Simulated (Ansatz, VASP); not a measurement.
SrBr3 in VASP and in Ansatz

```
Sr Br
1.0
     5.09208    0.00000    0.00000
     0.00000    5.09208    0.00000
     0.00000    0.00000    4.55808
Sr Br
1 3
Direct
  0.00000 0.00000 0.00000
  0.00000 0.50000 0.50000
  0.50000 0.00000 0.50000
  0.50000 0.50000 0.00000
```

Alike in both runs: functional PBE; k mesh 10 × 10 × 10; occupations gaussian, width 0.1 eV; no spin polarisation.

Ansatz relaxed the structure, and its values are those at the end. VASP's run is a single point on that final structure, the one shown.

|  | VASP | Ansatz |
| --- | --- | --- |
| version | VASP 6.6.1 | Ansatz 0.2.0 |
| potentials or method | VASP PAW PBE potentials, release 64 (Sr_sv, Br), cutoff 520 eV | scalar-relativistic, plane waves, PAW |
| valence electrons in the cell | 31 | 31 |

```tsv
	VASP	Ansatz	Ansatz less VASP
gap on the k mesh at the Fermi level (eV)	none	none	-
pressure (GPa)	0.0	0.0	-0.05
```

A gap of «none» marks a metal or a gap that the smearing closes. With one functional, cell and mesh, what is left measures potentials, basis and numerics.
